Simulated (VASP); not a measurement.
# Si (a cell with a defect) in VASP: notebook, part 4 of 4

VASP 6.6.1. Earlier steps stand in the parts before.

**7. Single point, PBE+D3(BJ), collinear spin**

The input, INCAR:

```
PREC = Accurate
ENCUT = 520
EDIFF = 1E-6
ISMEAR = 0
SIGMA = 0.02
LREAL = Auto
LASPH = True
NELM = 150
ALGO = Normal
ISIF = 2
LWAVE = False
LCHARG = True
ISPIN = 2
MAGMOM = 0 0 0 0 0 0 0 0 0 0 0 0.13 0 0 0 0 0 0 0 0 0 0 0 0 0 0 0 0 0 0 0 0 0 0 0.11 0 0 0 0 0 0 0 0 0 0 0 0 0 0 0 0 0 0 0 0 0 0 0 0 0 0 0 0
LORBIT = 11
GGA = PE
IVDW = 12
LELF = True
LVHAR = True
NBANDS = 167
NELECT = 251.0
LUSENCCL = False
```

The input, KPOINTS:

```
Automatic mesh
0
Gamma
  1 1 1
```

The input, POSCAR:

```
Si
1.0
   10.8600000000      0.0000000000      0.0000000000
    0.0000000000     10.8600000000      0.0000000000
    0.0000000000      0.0000000000     10.8600000000
Si
63
Direct
    0.5010278085     -0.0081057090      0.0062058011
    0.6244393186      0.1240187845      0.1265040516
    0.7508674954      0.2493358195     -0.0017123389
    0.8722965009      0.3774301105      0.1265012891
    0.7504370166      0.0004988950      0.2504518416
    0.8752705341      0.1260074586      0.3759216390
    0.0021301105     -0.0015641805      0.0020454880
    0.1289091160      0.1211925414      0.1270532228
    0.2513553407      0.2480867403      0.0017886740
    0.3751522099      0.3750495396      0.1253308471
    0.5007409761      0.4985614180     -0.0007196133
    0.6149988950      0.6349040516      0.1221492634
    0.7514570902      0.7492108656     -0.0007181400
    0.8748419890      0.8748148250      0.1254011050
    0.2567471455     -0.0061417127      0.2511513812
    0.3746955801      0.1259289134      0.3762953039
    0.4997052486      0.2499795580      0.2501637201
    0.6239039595      0.3770498158      0.3740320442
    0.7439502762      0.5061828729      0.2486534991
    0.8730508287      0.6264420810      0.3738143646
    0.4995223757      0.0002368324      0.4996551565
    0.6257399632      0.1252173112      0.6242204420
    0.7499573665      0.2516893186      0.4991151013
    0.8747342541      0.3752367403      0.6254255064
    0.7500209024      0.0018640884      0.7507467772
    0.8772512891      0.1240096685      0.8762873849
    0.0005081952      0.4991790055     -0.0015366483
    0.1260684162      0.6255697053      0.1262772560
    0.2590846225      0.7489279926      0.0065651934
    0.4718245856      0.7779158379      0.2179387661
    0.0008852670      0.2494614180      0.2496348987
    0.1240044199      0.3751371087      0.3760139963
    0.2496148250      0.4997194291      0.2503051565
    0.3731781768      0.6354021179      0.3648627072
    0.6140744936      0.8769845304      0.3644359116
   -0.0005090239      0.0009379374      0.5008900552
    0.1254805709      0.1244378453      0.6263597606
    0.2489134438      0.2505923573      0.5008336096
    0.3742450276      0.3773567219      0.6246267035
    0.4987894107      0.5051718232      0.4942301105
    0.6243255985      0.6258223757      0.6222965009
    0.7445341621      0.7514395028      0.4937817680
    0.8723158379      0.8754102210      0.6245598527
    0.2510307551     -0.0009961326      0.7515897790
    0.3756375691      0.1203642726      0.8800759669
    0.5012791897      0.2486084715      0.7501378453
    0.6259022099      0.3743667587      0.8744092081
    0.7497031308      0.5006199816      0.7483782689
    0.8759308471      0.6243751381      0.8743381215
    0.0003903315      0.7505538674      0.2499790055
    0.1244943831      0.8754337937      0.3760543278
   -0.0018120626      0.5003523020      0.4991499079
    0.1247307551      0.6244598527      0.6241310313
    0.2498897790      0.7505749540      0.4995206262
    0.3750121547      0.8750282689      0.6252227440
    0.0005135359      0.2496422652      0.7498384899
    0.1258142726      0.3730696133      0.8762182320
    0.2481430939      0.5000619705      0.7505219153
    0.3768160221      0.6246803867      0.8754208103
    0.5004973297      0.7495824125      0.7488482505
    0.6250697053      0.8730891344      0.8757699816
    0.0018265193      0.7492260589      0.7502396869
    0.1301699816      0.8742639963      0.8805199816
```

Potentials or basis: VASP PAW PBE potentials, release 64 (Si).

Command:

```bash
$ cat potpaw_PBE.64/Si/POTCAR > POTCAR
$ mpirun -np 1 vasp_gam > vasp.out
```

OUTCAR:

```text
PREC = Accurate
   ENCUT = 520
   EDIFF = 1E-6
   ISMEAR = 0
   LREAL = Auto
   LASPH = True
   NELM = 150
   ISIF = 2
   ISPIN = 2
   LORBIT = 11
   GGA = PE
   IVDW = 12
   NELECT = 251.0
 IVDW          = 12

 ion  position               nearest neighbor table
   1  0.501  0.992  0.006-  61 2.34   2 2.36  45 2.38
   2  0.624  0.124  0.127-   5 2.34  17 2.35   1 2.36   3 2.38
   3  0.751  0.249  0.998-  26 2.34  47 2.34   4 2.37   2 2.38
   4  0.872  0.377  0.127-   3 2.37  27 2.37  19 2.38  31 2.38
   5  0.750  0.000  0.250-   2 2.34  35 2.35  14 2.35   6 2.36
   6  0.875  0.126  0.376-  23 2.35  36 2.35  31 2.35   5 2.36
   7  0.002  0.998  0.002-  63 2.34  14 2.35   8 2.35  26 2.36
   8  0.129  0.121  0.127-   7 2.35   9 2.35  31 2.38  15 2.38
   9  0.251  0.248  0.002-  45 2.34  10 2.35   8 2.35  57 2.36
  10  0.375  0.375  0.125-   9 2.35  17 2.35  11 2.35  33 2.35
  11  0.501  0.499  0.999-  59 2.34  47 2.35  12 2.35  10 2.35
  12  0.615  0.635  0.122-  11 2.35  13 2.35  19 2.41  30 2.43
  13  0.751  0.749  0.999-  61 2.34  49 2.35  12 2.35  14 2.35
  14  0.875  0.875  0.125-   7 2.35  50 2.35  13 2.35   5 2.35
  15  0.257  0.994  0.251-  16 2.35  51 2.36   8 2.38
  16  0.375  0.126  0.376-  21 2.34  38 2.35  17 2.35  15 2.35
  17  0.500  0.250  0.250-   2 2.35  10 2.35  18 2.35  16 2.35
[... 44 lines left out ...]
  62  0.002  0.749  0.750-  53 2.34  49 2.35  43 2.39  63 2.41
  63  0.130  0.874  0.881-   7 2.34  44 2.35  29 2.38  62 2.41

  LATTYP: Found a simple cubic cell.
 ALAT       =    10.8600000000

  Lattice vectors:

 A1 = (  10.8600000000,   0.0000000000,   0.0000000000)
 A2 = (   0.0000000000,  10.8600000000,   0.0000000000)
 A3 = (   0.0000000000,   0.0000000000,  10.8600000000)

Analysis of symmetry for initial positions (statically):
=====================================================================
 Subroutine PRICEL returns:
 Original cell was already a primitive cell.

 Routine SETGRP: Setting up the symmetry group for a
 simple cubic supercell.

[... 425 lines left out ...]
    136       6.8903      0.00000
    137       6.9325      0.00000
 Fermi energy:         6.1672952065

 spin component 2

 k-point     1 :       0.0000    0.0000    0.0000
  band No.  band energies     occupation
      1      -6.1727      1.00000
      2      -5.1372      1.00000
      3      -5.1178      1.00000
      4      -5.1122      1.00000
      5      -5.1089      1.00000
      6      -5.0917      1.00000
[... 129 lines left out ...]
    136       6.9008      0.00000
    137       6.9478      0.00000
 [bands above 137 left out]

------------------------ aborting loop because EDIFF is reached ----------------------------------------

 Edisp (eV)  -19.96534

 E6    (eV) :   -11.6892

 E8    (eV) :    -8.2761

  FORCE on cell =-STRESS in cart. coord.  units (eV):
  Direction    XX          YY          ZZ          XY          YZ          ZX
  --------------------------------------------------------------------------------------
  -------------------------------------------------------------------------------------
  Total     -16.53296   -16.03684   -16.06894    -0.70167     4.86265    -4.49965
  in kB     -20.68101   -20.06042   -20.10057    -0.87771     6.08267    -5.62860
  external pressure =      -20.28 kB  Pullay stress =        0.00 kB

 VOLUME and BASIS-vectors are now :
 -----------------------------------------------------------------------------
  energy-cutoff  :      520.00
  volume of cell :     1280.82
      direct lattice vectors                 reciprocal lattice vectors
    10.860000000  0.000000000  0.000000000     0.092081031  0.000000000  0.000000000
     0.000000000 10.860000000  0.000000000     0.000000000  0.092081031  0.000000000
     0.000000000  0.000000000 10.860000000     0.000000000  0.000000000  0.092081031

 POSITION                                       TOTAL-FORCE (eV/Angst)
 -----------------------------------------------------------------------------------
      5.44116     10.77197      0.06739        -0.024325      0.026763     -0.043216
      6.78141      1.34684      1.37383        -0.015963     -0.014193      0.008585
      8.15442      2.70779     10.84140        -0.005475      0.000073     -0.010509
      9.47314      4.09889      1.37380        -0.006399      0.012653      0.006386
      8.14975      0.00542      2.71991        -0.013165     -0.003699      0.001962
      9.50544      1.36844      4.08251        -0.006034     -0.003344      0.004426
[... 55 lines left out ...]
      0.01984      8.13659      8.14760        -0.015568     -0.003226     -0.013085
      1.41365      9.49451      9.56245        -0.014019      0.019797     -0.012625
 -----------------------------------------------------------------------------------
    total drift:                               -0.007728      0.008268     -0.004483

  FREE ENERGIE OF THE ION-ELECTRON SYSTEM (eV)
  ---------------------------------------------------
  free  energy   TOTEN  =      -358.0744189017 eV

  energy  without entropy=     -358.0743668325  energy(sigma->0) =     -358.07439287

 total charge

# of ion       s       p       d       tot
------------------------------------------
    1        0.780   0.843   0.000   1.623
    2        0.743   0.942   0.000   1.685
    3        0.744   0.938   0.000   1.683
    4        0.746   0.927   0.000   1.673
    5        0.740   0.957   0.000   1.697
    6        0.739   0.955   0.000   1.694
[... 55 lines left out ...]
   62        0.745   0.929   0.000   1.674
   63        0.742   0.930   0.000   1.673
--------------------------------------------------
tot         46.842  59.157   0.000 105.998

 magnetization (x)

# of ion       s       p       d       tot
------------------------------------------
    1        0.003   0.013   0.000   0.016
    2        0.000  -0.000   0.000  -0.000
    3        0.000   0.001   0.000   0.001
    4       -0.000   0.004   0.000   0.004
    5        0.001   0.000   0.000   0.002
    6       -0.000   0.001   0.000   0.001
[... 55 lines left out ...]
   62        0.000   0.001   0.000   0.001
   63       -0.000  -0.000   0.000  -0.001
--------------------------------------------------
tot          0.068   0.312   0.000   0.380
```

stdout:

```text
Offloading initialized ...    1 GPUs detected
 POSCAR found type information on POSCAR Si
 POSCAR found :  1 types and      63 ions
 scaLAPACK will be used selectively (only on CPU)
 LDA part: xc-table for (Slater+PW92), standard interpolation
 POSCAR, INCAR and KPOINTS ok, starting setup
 FFT: planning ... GRIDC
 FFT: planning ... GRID_SOFT
 FFT: planning ... GRID
 WAVECAR not read
 entering main loop
 the old and the new charge density differ
 old charge density:   252.00000 new  251.00000
    0.273E+01
```

It took 2 min on 1 × NVIDIA H100 80GB with 1 thread of AMD EPYC 7R13 (Zen 3), shared host; peak memory 1.9 GiB.

Results:

```yaml
Free_energy: -358.0744 eV
Largest_force: 0.478 eV/Å
Net_moment: 1.00 μB per cell
Site_moments: Si +0.02, -0.00, +0.00, +0.16, +0.01, +0.03 (each value once) μB
Valence_electrons_inside_the_program's_atomic_spheres: Si 1.62, 1.69, 1.68, 1.67, 1.70, 1.64, 1.56, 1.66 (each value once)
Dispersion_energy_per_atom: -0.317 eV
```

Forces on the atoms (eV/Å):
```
Si  -0.024  0.027 -0.043
Si  -0.016 -0.014  0.009
Si  -0.005  0.000 -0.011
Si  -0.006  0.013  0.006
Si  -0.013 -0.004  0.002
Si  -0.006 -0.003  0.004
Si  -0.010  0.001 -0.004
Si  -0.029  0.031  0.001
Si   0.000  0.014 -0.001
Si  -0.006  0.008 -0.003
Si   0.003 -0.001 -0.004
Si   0.017 -0.014  0.015
Si  -0.002  0.000  0.002
Si  -0.004  0.007 -0.006
Si  -0.064  0.067 -0.029
Si   0.001 -0.002  0.001
Si  -0.012  0.000 -0.001
Si  -0.005 -0.006  0.002
Si  -0.002  0.004  0.001
Si   0.006  0.001  0.005
Si  -0.009 -0.008 -0.020
Si  -0.006 -0.009 -0.016
Si  -0.002  0.004 -0.006
Si   0.003  0.001  0.004
Si  -0.012  0.012  0.002
Si  -0.005 -0.001  0.004
Si   0.004  0.008 -0.012
Si   0.010  0.010  0.009
Si  -0.011  0.031 -0.029
Si   0.283 -0.305  0.235
Si  -0.017  0.012 -0.009
Si   0.001  0.002  0.001
Si  -0.003  0.006  0.010
Si   0.014  0.007 -0.004
Si   0.006 -0.006  0.006
Si   0.000  0.008 -0.012
Si  -0.001  0.000 -0.006
Si  -0.009  0.003 -0.008
Si   0.007  0.013  0.002
Si  -0.006  0.004 -0.009
Si  -0.002 -0.001 -0.004
Si   0.001 -0.001 -0.006
Si  -0.006  0.006  0.004
Si  -0.005  0.004 -0.016
Si  -0.011  0.011 -0.007
Si  -0.009  0.011 -0.015
Si  -0.003 -0.003  0.004
Si  -0.005  0.005 -0.003
Si   0.000  0.001  0.005
Si   0.001  0.008 -0.002
Si   0.002  0.000  0.001
Si  -0.002  0.000 -0.006
Si   0.009  0.008 -0.013
Si   0.007  0.004 -0.014
Si  -0.005  0.004 -0.003
Si  -0.003  0.002 -0.009
Si   0.002  0.001  0.004
Si  -0.013  0.014  0.006
Si   0.017  0.006  0.010
Si  -0.001 -0.001 -0.013
Si  -0.011 -0.014  0.013
Si  -0.016 -0.003 -0.013
Si  -0.014  0.020 -0.013
```

Levels at points of the mesh, in eV from the Fermi level:
Spin up:
```
           k point  band 124  band 125  band 126  band 127  band 128  band 129
(0.00, 0.00, 0.00)     -0.81     -0.74     -0.05      0.05      0.12      0.28
```
Spin down:
| k point | band 122 | band 123 | band 124 | band 125 | band 126 | band 127 | band 128 | band 129 |
| --- | --- | --- | --- | --- | --- | --- | --- | --- |
| (0.00, 0.00, 0.00) | -1.52 | -0.78 | -0.75 | -0.71 | 0.09 | 0.14 | 0.23 | 0.29 |

Caveat: the k points lie up to 0.58 Å⁻¹ apart; the cell carries a net charge on a neutralising background, which shifts energy and pressure; the cell is charged against a uniform background, so pressure and absolute levels hang on convention.
